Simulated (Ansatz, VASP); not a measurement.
## Two plane-wave programs on NiPt4

```
Ni Pt
1.0
     2.79616    0.00000    0.00000
    -1.39808    2.42155    0.00000
     0.00000    0.00000   21.99165
Ni Pt
2 8
Cartesian
  0.0000 1.6144 5.4979
  1.3981 0.8072 16.4937
  0.0000 1.6144 18.6929
  0.0000 1.6144 1.0996
  0.0000 1.6144 9.8962
  0.0000 1.6144 14.2946
  1.3981 0.8072 20.8921
  1.3981 0.8072 3.2987
  1.3981 0.8072 7.6971
  1.3981 0.8072 12.0954
```

Alike in both runs: task relaxation of cell and atoms; functional PBE; k mesh 6 × 6 × 1; occupations gaussian, width 0.1 eV; collinear spin.

|  | VASP | Ansatz |
| --- | --- | --- |
| version | VASP 6.6.1 | Ansatz 0.2.0 |
| potentials or method | VASP PAW PBE potentials, release 64 (Ni, Pt), cutoff 600 eV | scalar-relativistic, plane waves, PAW |
| valence electrons in the cell | 100 | 180 |

```tsv
	VASP	Ansatz	Ansatz less VASP
gap on the k mesh at the Fermi level, each at its own relaxed structure (eV)	none	none	-
net moment per atom (μB)	0.26	0.27	+0.003
size of the moment on the site where the two differ most (μB)	0.86	0.89	+0.031
relaxed volume (Å³/atom)	14.87	14.88	+0.010
relaxed length of the cell vector where the two differ most in proportion (Å)	22.833	22.801	-0.0313
```

Site moments also hang on the region over which each program counts them. A gap of «none» marks a metal or a gap that the smearing closes. VASP's potentials hold 100 valence electrons a cell and Ansatz's 180, so a difference there can come from the potentials and not from the codes.

The k mesh is coarse, so the values compare programs but aren't converged. Spin-orbit coupling is off throughout.
